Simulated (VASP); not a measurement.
Crystal: MgS.

```
CELL_PARAMETERS angstrom
0.00000 2.85522 2.85522
2.85522 0.00000 2.85522
2.85522 2.85522 0.00000
ATOMIC_POSITIONS crystal
Mg 0.00000 0.00000 0.00000
S 0.75000 0.75000 0.75000
```

This cell differs from its parent crystal: strain +0.9%.

Base run:

- Program: VASP 6.6.1
- Functional: PBE
- Potentials or basis: VASP PAW PBE potentials, release 64 (Mg, S)
- Cutoff: 520 eV
- k mesh: 8 × 8 × 8
- Occupations: fermi-dirac, width 0.02 eV
- Spin: no spin polarisation

Its results: band gap on the k mesh 3.33 eV; pressure -0.5 GPa.

Question: The run is repeated on the same cell with these changes: functional from PBE to r2SCAN; occupations from fermi-dirac, width 0.02 eV to gaussian, width 0.01 eV. What comes out?

Answer: Band gap on the k mesh 3.99 eV; pressure -1.7 GPa.

Caveats: the PAW data sets were made with another functional, which shifts forces and pressure a little (at least some runs).

A k mesh can miss the band edges.
